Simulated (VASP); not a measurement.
# Cd (P6_3/mmc) in VASP: a series of runs

Runs on Cd. Level: PBEsol. Tasks: single point.

Everything below comes from runs of VASP 6.6.1. Logs are shortened: lines on timing, memory, paths and dates and some standing lists are left out, and cuts for length are marked.

## Step 1: The cell of the first run

Symmetry: P6_3/mmc, No. 194, hexagonal system. The conventional cell has a = 3.114 Å, b = 3.114 Å, c = 10.500 Å, α = 90.00°, β = 90.00°, γ = 120.00°. Cd (site symmetry -6m2) has 12 Cd at 3.11 to 3.18 Å within 4.1 Å. Cd (site symmetry -3m) has 12 Cd at 3.11 to 3.18 Å within 4.1 Å.

## Step 2: Single point, PBEsol (22.04 Å³/atom)

The input, INCAR:

```
SYSTEM = Cd
ALGO = Normal
EDIFF = 1E-7
ENCUT = 520
GGA = PS
ISIF = 2
ISMEAR = -1
LASPH = .TRUE.
LCHARG = .TRUE.
LELF = .TRUE.
LREAL = .FALSE.
LVHAR = .TRUE.
LWAVE = .FALSE.
NBANDS = 32
NELM = 100
PREC = Accurate
SIGMA = 0.05
```

The input, KPOINTS:

```
k-points
0
G
  10 10 3
  0 0 0
```

The input, POSCAR:

```
Cd
1.0
    3.1135521260      0.0000000000      0.0000000000
   -1.5567760630      2.6964152371      0.0000000000
    0.0000000000      0.0000000000     10.4998167014
Cd
4
Direct
    0.6666666667      0.3333333333      0.7500000000
    0.0000000000      0.0000000000      0.5000000000
    0.3333333333      0.6666666667      0.2500000000
    0.0000000000      0.0000000000      0.0000000000
```

Potentials or basis: VASP PAW PBE potentials, release 64 (Cd).

Command:

```console
$ cat potpaw_PBE.64/Cd/POTCAR > POTCAR
$ mpirun -np 1 vasp_std > vasp.out
```

OUTCAR:

```text
SYSTEM = Cd
   EDIFF = 1E-7
   ENCUT = 520
   GGA = PS
   ISIF = 2
   ISMEAR = -1
   LASPH = .TRUE.
   LREAL = .FALSE.
   NELM = 100
   PREC = Accurate

 ion  position               nearest neighbor table
   1  0.667  0.333  0.750-   2 3.18   4 3.18   2 3.18   4 3.18   2 3.18   4 3.18
   2  0.000  0.000  0.500-   1 3.18   3 3.18   3 3.18   1 3.18   1 3.18   3 3.18
   3  0.333  0.667  0.250-   2 3.18   4 3.18   2 3.18   4 3.18   2 3.18   4 3.18
   4  0.000  0.000  0.000-   1 3.18   3 3.18   3 3.18   1 3.18   1 3.18   3 3.18

  LATTYP: Found a hexagonal cell.
 ALAT       =     3.1135521260
 C/A-ratio  =     3.3722951396

  Lattice vectors:

 A1 = (   3.1135521260,   0.0000000000,   0.0000000000)
 A2 = (  -1.5567760630,   2.6964152371,   0.0000000000)
 A3 = (   0.0000000000,   0.0000000000,  10.4998167014)

Analysis of symmetry for initial positions (statically):
=====================================================================
 Subroutine PRICEL returns:
 Original cell was already a primitive cell.

 Routine SETGRP: Setting up the symmetry group for a
 hexagonal supercell.

 Subroutine GETGRP returns: Found 24 space group operations
 (whereof 12 operations were pure point group operations)
 out of a pool of 24 trial point group operations.

The static configuration has the point symmetry D_3d.
 The point group associated with its full space group is D_6h.

Analysis of symmetry for dynamics (positions and initial velocities):
=====================================================================
 Subroutine PRICEL returns:
 Original cell was already a primitive cell.

 Routine SETGRP: Setting up the symmetry group for a
 hexagonal supercell.

 Subroutine GETGRP returns: Found 24 space group operations
 (whereof 12 operations were pure point group operations)
 out of a pool of 24 trial point group operations.

The dynamic configuration has the point symmetry D_3d.
 The point group associated with its full space group is D_6h.

 Subroutine INISYM returns: Found 24 space group operations
 (whereof 12 operations are pure point group operations),
 and found     1 'primitive' translations

----------------------------------------------------------------------------------------

                                     Primitive cell

  volume of cell :      88.1505

  direct lattice vectors                    reciprocal lattice vectors
     3.113552126  0.000000000  0.000000000     0.321176572  0.185431381  0.000000000
    -1.556776063  2.696415237  0.000000000     0.000000000  0.370862761  0.000000000
     0.000000000  0.000000000 10.499816701     0.000000000  0.000000000  0.095239758

  length of vectors
     3.113552126  3.113552126 10.499816701     0.370862761  0.370862761  0.095239758

  position of ions in fractional coordinates (direct lattice)
     0.666666667  0.333333333  0.750000000
     0.000000000  0.000000000  0.500000000
     0.333333333  0.666666667  0.250000000
     0.000000000  0.000000000  0.000000000

  ion indices of the primitive-cell ions
   primitive index   ion index
                 1           1
                 2           2
                 3           3
                 4           4

----------------------------------------------------------------------------------------

 KPOINTS: k-points

Automatic generation of k-mesh.
 Grid dimensions read from file:
 generate k-points for:   10   10    3

 Generating k-lattice:

  Cartesian coordinates                     Fractional coordinates (reciprocal lattice)
     0.032117657  0.018543138  0.000000000     0.100000000  0.000000000  0.000000000
     0.000000000  0.037086276  0.000000000     0.000000000  0.100000000  0.000000000
     0.000000000  0.000000000  0.031746586     0.000000000  0.000000000  0.333333333

  Length of vectors
     0.037086276  0.037086276  0.031746586

  Shift w.r.t. Gamma in fractional coordinates (k-lattice)
     0.000000000  0.000000000  0.000000000

 Subroutine IBZKPT returns following result:
 ===========================================

 Found     28 irreducible k-points:

 Following reciprocal coordinates:
            Coordinates               Weight
  0.000000  0.000000  0.000000      1.000000
  0.100000 -0.000000  0.000000      6.000000
  0.200000 -0.000000  0.000000      6.000000
  0.300000  0.000000  0.000000      6.000000
  0.400000 -0.000000  0.000000      6.000000
  0.500000 -0.000000  0.000000      3.000000
[... 16 lines left out ...]
  0.300000  0.100000  0.333333     24.000000
  0.400000  0.100000  0.333333     24.000000
 [... further k-points ...]
   k-points           NKPTS =     28   k-points in BZ     NKDIM =     28   number of bands    NBANDS=     32
   number of dos      NEDOS =    301   number of ions     NIONS =      4
   total plane-waves  NPLWV =  46080
   dimension x,y,z NGX =    24 NGY =   24 NGZ =   80
   dimension x,y,z NGXF=    48 NGYF=   48 NGZF=  160
   ions per type =               4
   NGX,Y,Z   is equivalent  to a cutoff of  12.81, 12.81, 12.67 a.u.
   NGXF,Y,Z  is equivalent  to a cutoff of  25.63, 25.63, 25.33 a.u.
 SYSTEM =  Cd
   PREC   = accura    normal or accurate (medium, high low for compatibility)
   ISTART =      0    job   : 0-new  1-cont  2-samecut
   ICHARG =      2    charge: 1-file 2-atom 10-const
   ISPIN  =      1    spin polarized calculation?
   LNONCOLLINEAR =      F non collinear calculations
   LSORBIT =      F    spin-orbit coupling
   LASPH  =      T    aspherical Exc in radial PAW
   ENCUT  =  520.0 eV  38.22 Ry    6.18 a.u.   5.79  5.79 19.52*2*pi/ulx,y,z
   NELM   =    100;   NELMIN=  2; NELMDL= -5     # of ELM steps
   EDIFF  = 0.1E-06   stopping-criterion for ELM
   LREAL  =      F    real-space projection
   EDIFFG = 0.1E-05   stopping-criterion for IOM
   NSW    =      0    number of steps for IOM
   IBRION =     -1    ionic relax: 0-MD 1-quasi-New 2-CG
   NFREE  =      0    steps in history (QN), initial steepest desc. (CG)
   ISIF   =      2    stress and relaxation
   ISYM   =      2    0-nonsym 1-usesym 2-fastsym
   POTIM  = 0.5000    time-step for ionic-motion
   TEBEG  =    0.0;   TEEND  =   0.0 temperature during run
   PSTRESS=    0.0 pullay stress
   NELECT =      48.0000    total number of electrons
   NUPDOWN=      -1.0000    fix difference up-down
   EMIN   =  10.00;   EMAX   =-10.00  energy-range for DOS
   EFERMI =   0.00;   METHOD = LEGACY
   ISMEAR =    -1;   SIGMA  =   0.05  broadening in eV -4-tet -1-fermi 0-gaus
   EFERMI_NEDOS =   21; number of points for ismear=-14 and -15
   IALGO  =     38    algorithm
   IMIX   =      4    mixing-type and parameters
     AMIX     =   0.40;   BMIX     =  1.00
     AMIX_MAG =   1.60;   BMIX_MAG =  1.00
  volume/ion in A,a.u.               =      22.04       148.72
  Fermi-wavevector in a.u.,A,eV,Ry     =   1.336843  2.526267 24.315637  1.787149
  Thomas-Fermi vector in A             =   2.465438
   LORBIT       =      0    0 simple, 1 ext, 2 COOP (PROOUT), +10 PAW based schemes
   GGA     = PS    functional components
   LHFCALC =     F    Hartree Fock is set to
   AEXX    =    0.0000 exact exchange contribution
   IVDW    =     0    specifies the selected vdW correction
   LEPSILON=     F    determine dielectric tensor
   LRPA    =     F    only Hartree local field effects (RPA)
 non-spin polarized calculation
  energy-cutoff  :      520.00
  volume of cell :       88.15
 maximum number of plane-waves:      2390
 NGX is ok and might be reduce to    24
   NGX = 11   NGY = 11   NGZ = 39

 number of electron      48.0000025 magnetization

 Free energy of the ion-electron system (eV)
  ---------------------------------------------------
  ext. energy  EPLUGINS =         0.00000000
  ---------------------------------------------------
  free energy    TOTEN  =        -4.72914186 eV

  energy without entropy =       -4.71497317  energy(sigma->0) =       -4.72205752

 E-fermi :   2.8076     XC(G=0): -11.1131

 val. band max:        2.8039891203   @ k =   0.0000   0.0000   0.3333
 cond. band min:       2.8196061085   @ k =   0.3000   0.0000   0.0000
 fundamental gap:      0.0156169882
 Fermi energy:         2.8076133621

 k-point     1 :       0.0000    0.0000    0.0000
  band No.  band energies     occupation
      1      -6.9693      2.00000
      2      -6.7645      2.00000
      3      -6.7312      2.00000
      4      -6.5295      2.00000
      5      -6.4609      2.00000
      6      -6.4609      2.00000
[... 24 lines left out ...]
     31      16.0246      0.00000
     32      16.4293      0.00000

 k-point     2 :       0.1000   -0.0000    0.0000
  band No.  band energies     occupation
      1      -6.8968      2.00000
      2      -6.7118      2.00000
      3      -6.6662      2.00000
      4      -6.5124      2.00000
      5      -6.4942      2.00000
      6      -6.4582      2.00000
[... 24 lines left out ...]
     31      14.0967      0.00000
     32      15.3408      0.00000

 k-point     3 :       0.2000   -0.0000    0.0000
  band No.  band energies     occupation
      1      -6.8279      2.00000
      2      -6.6974      2.00000
      3      -6.6432      2.00000
      4      -6.5651      2.00000
      5      -6.5261      2.00000
      6      -6.4953      2.00000
[... 24 lines left out ...]
     31      12.3174      0.00000
     32      14.0788      0.00000

 k-point     4 :       0.3000    0.0000    0.0000
  band No.  band energies     occupation
      1      -6.9365      2.00000
      2      -6.8144      2.00000
      3      -6.7577      2.00000
      4      -6.7390      2.00000
      5      -6.7249      2.00000
      6      -6.5022      2.00000
[... 654 lines left out ...]
     31      10.5217      0.00000
     32      11.5544      0.00000

 k-point    23 :       0.3000    0.1000    0.3333
  band No.  band energies     occupation
      1      -6.9062      2.00000
      2      -6.8480      2.00000
      3      -6.7822      2.00000
      4      -6.7574      2.00000
      5      -6.6908      2.00000
      6      -6.6352      2.00000
[... 24 lines left out ...]
     31       9.0068      0.00000
     32       9.4667      0.00000

 k-point    24 :       0.4000    0.1000    0.3333
  band No.  band energies     occupation
      1      -6.9800      2.00000
      2      -6.9067      2.00000
      3      -6.9009      2.00000
      4      -6.8572      2.00000
      5      -6.7627      2.00000
      6      -6.7420      2.00000
[... 24 lines left out ...]
     31       8.7869      0.00000
     32       9.2162      0.00000

 [... further k-points ...]

------------------------ aborting loop because EDIFF is reached ----------------------------------------

  FORCE on cell =-STRESS in cart. coord.  units (eV):
  Direction    XX          YY          ZZ          XY          YZ          ZX
  --------------------------------------------------------------------------------------
  -------------------------------------------------------------------------------------
  Total       -1.2765076     -1.2765076     -1.2701239      0.0000000      0.0000000      0.0000000
  in kB      -23.2011411    -23.2011411    -23.0851142      0.0000000      0.0000000      0.0000000
  external PRESSURE =     -23.1624655 kB  Pullay stress =       0.0000000 kB

 VOLUME and BASIS-vectors are now :
 -----------------------------------------------------------------------------
  energy-cutoff  :      520.00
  volume of cell :       88.15
      direct lattice vectors                 reciprocal lattice vectors
     3.113552126  0.000000000  0.000000000     0.321176572  0.185431381  0.000000000
    -1.556776063  2.696415237  0.000000000     0.000000000  0.370862761  0.000000000
     0.000000000  0.000000000 10.499816701     0.000000000  0.000000000  0.095239758

 POSITION                                       TOTAL-FORCE (eV/Angst)
 -----------------------------------------------------------------------------------
      1.55678      0.89881      7.87486        -0.000000      0.000000     -0.000000
      0.00000      0.00000      5.24991        -0.000000      0.000000     -0.000000
     -0.00000      1.79761      2.62495         0.000000     -0.000000      0.000000
      0.00000      0.00000      0.00000        -0.000000      0.000000     -0.000000
 -----------------------------------------------------------------------------------
    total drift:                               -0.000000      0.000000     -0.000000

  FREE ENERGIE OF THE ION-ELECTRON SYSTEM (eV)
  ---------------------------------------------------
  free  energy   TOTEN  =        -4.7291418648 eV

  energy  without entropy=       -4.7149731745  energy(sigma->0) =       -4.72205752
```

Run time: 23 s. Hardware: 1 thread of Intel Xeon 6975P-C (Granite Rapids), shared host; peak memory 0.22 GiB.

What came out:

```
Free energy            : -4.7291 eV
Pressure               : -2.3 GPa
Band gap on the k mesh : zero (bands 24 and 25 overlap by 2.57 eV)
```

Levels at points of the mesh, in eV from the Fermi level:
| k point | band 20 | band 21 | band 22 | band 23 | band 24 | band 25 | band 26 | band 27 | band 28 | band 29 |
| --- | --- | --- | --- | --- | --- | --- | --- | --- | --- | --- |
| (0.00, 0.00, 0.00) | -8.49 | -8.49 | -7.29 | -7.27 | -2.69 | -1.96 | 5.37 | 5.37 | 12.66 | 12.66 |
| (0.50, 0.00, 0.00) | -8.36 | -2.76 | -2.63 | -1.78 | -1.72 | -0.64 | -0.51 | 2.65 | 3.17 | 3.44 |

Caveat: the PAW data sets were made with another functional, which shifts forces and pressure a little.

## Step 3: Single point, PBEsol (22.47 Å³/atom)

This run uses another cell than the first one, of 22.47 Å³/atom.

The input, INCAR:

```
  ALGO = Fast
  EDIFF = 1E-7
  ENCUT = 520
  GGA = PS
  ISIF = 2
  ISMEAR = -1
  LASPH = True
  LCHARG = True
  LELF = True
  LREAL = False
  LVHAR = True
  LWAVE = False
  NBANDS = 32
  NELM = 80
  PREC = Accurate
  SIGMA = 0.05
```

The input, KPOINTS:

```
k-points
0
Gamma
  10 10 3
```

The input, POSCAR:

```
Cd
1.0
    3.1337705635      0.0000000000      0.0000000000
   -1.5668852817      2.7139249176      0.0000000000
    0.0000000000      0.0000000000     10.5679992398
Cd
4
Direct
    0.6666666667      0.3333333333      0.7500000000
    0.0000000000      0.0000000000      0.5000000000
    0.3333333333      0.6666666667      0.2500000000
    0.0000000000      0.0000000000      0.0000000000
```

Potentials or basis: VASP PAW PBE potentials, release 64 (Cd).

Command:

```console
$ cat potpaw_PBE.64/Cd/POTCAR > POTCAR
$ mpirun -np 1 vasp_std > vasp.out
```

Run time: 25 s. Hardware: 1 thread of Intel Xeon 6975P-C (Granite Rapids), shared host; peak memory 0.23 GiB.

It converged, with:

```yaml
Free_energy: -4.6998 eV
Pressure: -3.1 GPa
Band_gap_on_the_k_mesh: zero (bands 24 and 25 overlap by 2.58 eV)
```

Levels at points of the mesh, in eV from the Fermi level:
```csv
k point,band 21,band 22,band 23,band 24,band 25,band 26,band 27,band 28
"(0.00, 0.00, 0.00)",-8.46,-7.17,-7.15,-2.60,-1.97,5.30,5.30,12.49
"(0.50, 0.00, 0.00)",-2.70,-2.59,-1.73,-1.65,-0.67,-0.53,2.61,3.09
```

Caveat: the cell stands under tension; the PAW data sets were made with another functional, which shifts forces and pressure a little.

## Step 4: Single point, PBEsol, non-collinear spin, zero start, spin-orbit coupling

This run uses another cell than the first one, of 21.61 Å³/atom.

The input, INCAR:

```
SYSTEM = Cd
  PREC = Accurate
  ENCUT = 520
  EDIFF = 1E-7
  ISMEAR = -1
  SIGMA = 0.05
  LREAL = .FALSE.
  LASPH = .TRUE.
  NELM = 150
  ALGO = Fast
  ISIF = 2
  LWAVE = .FALSE.
  LCHARG = .TRUE.
  LNONCOLLINEAR = .TRUE.
  MAGMOM = 0 0 0 0 0 0 0 0 0 0 0 0
  LORBIT = 11
  LSORBIT = .TRUE.
  GGA_COMPAT = .FALSE.
  LORBMOM = .TRUE.
  GGA = PS
  LVHAR = .TRUE.
  NBANDS = 62
```

The input, KPOINTS:

```
regular mesh
0
G
  10 10 3
  0 0 0
```

The input, POSCAR:

```
Cd
1.0
    3.0930676374      0.0000000000      0.0000000000
   -1.5465338187      2.6786751496      0.0000000000
    0.0000000000      0.0000000000     10.4307369600
Cd
4
Direct
    0.6666666667      0.3333333333      0.7500000000
    0.0000000000      0.0000000000      0.5000000000
    0.3333333333      0.6666666667      0.2500000000
    0.0000000000      0.0000000000      0.0000000000
```

Command:

```console
$ cat potpaw_PBE.64/Cd/POTCAR > POTCAR
$ mpirun -np 1 vasp_ncl > vasp.out
```

Run time: 7.9 min. Hardware: 1 thread of Intel Xeon 8259CL, shared host; peak memory 0.49 GiB.

It converged, with:

| Item | Value |
| --- | --- |
| Free energy | -4.8659 eV |
| Pressure | -1.5 GPa |
| Net moment | 0.00 μB per cell |
| Valence electrons inside the program's atomic spheres | Cd 10.30, 10.31 (each value once) |

Stress tensor (GPa, compression positive):
```
-1.53  0.00  0.00
 0.00 -1.53  0.00
 0.00  0.00 -1.44
```

Moments on the atoms (μB; x, y, z):
```
Cd  0.00 0.00 0.00
Cd  0.00 0.00 0.00
Cd  0.00 0.00 0.00
Cd  0.00 0.00 0.00
```

Caveat: the PAW data sets were made with another functional, which shifts forces and pressure a little.

## Step 5: The runs side by side

```tsv
spin	cell	gap on the mesh (eV)	pressure (GPa)
off	a = 3.114, b = 3.114, c = 10.500 Å, angles 90.0, 90.0, 120.0°, 4 atoms	none	-2.3
off	a = 3.134, b = 3.134, c = 10.568 Å, angles 90.0, 90.0, 120.0°, 4 atoms	none	-3.1
non-collinear, zero start, SOC	a = 3.093, b = 3.093, c = 10.431 Å, angles 90.0, 90.0, 120.0°, 4 atoms	-	-1.5
```

Alike in all rows: task single point; level PBEsol; potentials or basis VASP PAW PBE potentials, release 64 (Cd); k mesh 10 × 10 × 3; cutoff (eV) 520; smearing fermi-dirac 0.05 eV.

Caveats: the PAW data sets were made with another functional, which shifts forces and pressure a little; the cell stands under tension (at least some runs).

Absolute energies hang on the potentials; compare differences alone.
